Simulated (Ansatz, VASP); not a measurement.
As in VASP and in Ansatz

```xyz
4
Lattice="3.3059 0.0000 0.0000 -1.6529 2.8630 0.0000 0.0000 0.0000 9.0038" Properties=species:S:1:pos:R:3 pbc="T T T"
As    0.0000    0.0000    2.2510
As    0.0000    0.0000    6.7529
As    0.0000    1.9087    6.7529
As    1.6529    0.9543    2.2510
```

Alike in both runs: task relaxation of cell and atoms; functional PBEsol; k mesh 6 × 6 × 2; occupations gaussian, width 0.1 eV; no spin polarisation.

|  | VASP | Ansatz |
| --- | --- | --- |
| version | VASP 6.6.1 | Ansatz 0.2.0 |
| potentials or method | VASP PAW PBE potentials, release 64 (As), cutoff 600 eV | scalar-relativistic, plane waves, PAW |
| valence electrons in the cell | 20 | 60 |

|  | VASP | Ansatz | Ansatz less VASP |
| --- | --- | --- | --- |
| gap on the k mesh at the Fermi level, each at its own relaxed structure (eV) | none | none | - |
| relaxed volume (Å³/atom) | 23.58 | 23.48 | -0.092 |
| relaxed cell length with the largest relative difference (Å) | 4.366 | 4.359 | -0.0067 |

VASP's potentials were made for PBE, not for PBEsol. A gap of «none» marks a metal or a gap that the smearing closes. VASP's potentials hold 20 valence electrons a cell and Ansatz's 60, so a difference there can come from the potentials and not from the codes.

The k mesh is coarse, so the values compare programs but aren't converged.
